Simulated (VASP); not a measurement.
Set up this calculation in VASP 6.6.1, as the native input.

- Task: single point
- Functional: r2SCAN
- Potentials or basis: VASP PAW PBE potentials, release 64 (Y_sv, N)
- Cutoff: 660 eV
- k mesh: 8 × 8 × 8
- Occupations: gaussian, width 0.01 eV
- Spin: no spin polarisation
- Dipole correction: no
- Further INCAR settings: ALGO = Normal; EDIFF = 1e-06; NBANDS = 15

Crystal: YN.

```
Y N
1.0
     0.00000    2.39807    2.39807
     2.39807    0.00000    2.39807
     2.39807    2.39807    0.00000
Y N
1 1
Direct
  0.00000 0.00000 0.00000
  0.50000 0.50000 0.50000
```

These files were run (other wordings do the same):

POSCAR

```
YN
1.0
    0.0000000000      2.3980737913      2.3980737913
    2.3980737913      0.0000000000      2.3980737913
    2.3980737913      2.3980737913      0.0000000000
Y N
1 1
Direct
    0.0000000000      0.0000000000      0.0000000000
    0.5000000000      0.5000000000      0.5000000000
```

INCAR.step1

```
PREC     = Accurate       # precision mode
ENCUT    = 660            # plane-wave cutoff, eV
ISMEAR   = 0              # smearing method
SIGMA    = 0.01           # smearing width, eV
LREAL    = False          # projectors in reciprocal space
LASPH    = True           # aspherical terms in the spheres
NELM     = 120            # most SCF steps
NBANDS   = 15             # bands
GGA      = PE             # functional
ALGO     = Normal         # electronic algorithm
EDIFF    = 1E-5           # SCF threshold, eV
LWAVE    = True           # write WAVECAR
LCHARG   = False          # write CHGCAR
GGA_COMPAT= False
```

INCAR.step2

```
PREC     = Accurate       # precision mode
ENCUT    = 660            # plane-wave cutoff, eV
EDIFF    = 1E-6           # SCF threshold, eV
ISMEAR   = 0              # smearing method
SIGMA    = 0.01           # smearing width, eV
LREAL    = False          # projectors in reciprocal space
LASPH    = True           # aspherical terms in the spheres
NELM     = 120            # most SCF steps
ALGO     = Normal         # electronic algorithm
ISIF     = 2              # what is computed and relaxed
LWAVE    = False          # write WAVECAR
LCHARG   = False          # write CHGCAR
METAGGA  = R2SCAN         # meta-GGA
LMIXTAU  = True         
NBANDS   = 15             # bands
ISTART   = 1            
GGA_COMPAT= False
```

KPOINTS

```
regular mesh
0
Gamma
  8 8 8
```

Potentials or basis: VASP PAW PBE potentials, release 64 (Y_sv, N).

Launch:

```bash
$ cat potpaw_PBE.64/Y_sv/POTCAR potpaw_PBE.64/N/POTCAR > POTCAR
$ cp INCAR.step1 INCAR
$ mpirun -np 1 vasp_std > vasp.out
$ cp INCAR.step2 INCAR
$ mpirun -np 1 vasp_std > vasp.out
```

Results of the run:

```
Pressure               : 11.9 GPa
Band gap on the k mesh : 0.48 eV (least direct gap 0.83 eV)
```

Caveat: the cell stands under pressure; semilocal functionals underestimate gaps, and a narrow one can read as zero; the PAW data sets were made with another functional, which shifts forces and pressure a little.

Wall time 60 s on 1 thread of Intel(R) Xeon(R) Platinum 8375C CPU @ 2.90GHz (Ice Lake) (shared host), peak memory 0.19 GiB.
